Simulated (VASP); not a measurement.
A run of VASP 6.6.1:

Contents of INCAR:

```
ALGO     = Normal         # electronic algorithm
EDIFF    = 1E-6           # SCF threshold, eV
ENCUT    = 520            # plane-wave cutoff, eV
GGA      = PS             # functional
ISIF     = 2              # what is computed and relaxed
ISMEAR   = -1             # smearing method
LASPH    = T              # aspherical terms in the spheres
LCHARG   = F              # write CHGCAR
LREAL    = F              # projectors in reciprocal space
LWAVE    = F              # write WAVECAR
NBANDS   = 27             # bands
NELM     = 80             # most SCF steps
PREC     = Accurate       # precision mode
SIGMA    = 0.01           # smearing width, eV
```

Contents of KPOINTS:

```
k-points
0
Gamma
  6 6 6
```

POSCAR

```
Se
1.0
    5.7924203034      3.3442554214      1.5052849981
   -5.7924203034      3.3442554214      1.5052849981
    0.0000000000     -6.6885108429      1.5052849981
Se
6
Direct
    0.2806600000      0.1625100000      0.9181800000
    0.9181800000      0.2806600000      0.1625100000
    0.1625100000      0.9181800000      0.2806600000
    0.7193400000      0.8374900000      0.0818200000
    0.0818200000      0.7193400000      0.8374900000
    0.8374900000      0.0818200000      0.7193400000
```

Potentials or basis: VASP PAW PBE potentials, release 64 (Se).

The run is started by

```console
$ cat potpaw_PBE.64/Se/POTCAR > POTCAR
$ mpirun -np 1 vasp_std > vasp.out
```

Hardware: 1 thread of Intel(R) Xeon(R) Platinum 8559C (Emerald Rapids), with other jobs on the host.

How long does it take, and how much memory?

Wall time 3.2 min on 1 thread of Intel(R) Xeon(R) Platinum 8559C (Emerald Rapids), with other jobs on the host, peak memory 0.45 GiB. Counts: scf iterations 12, k points 40.
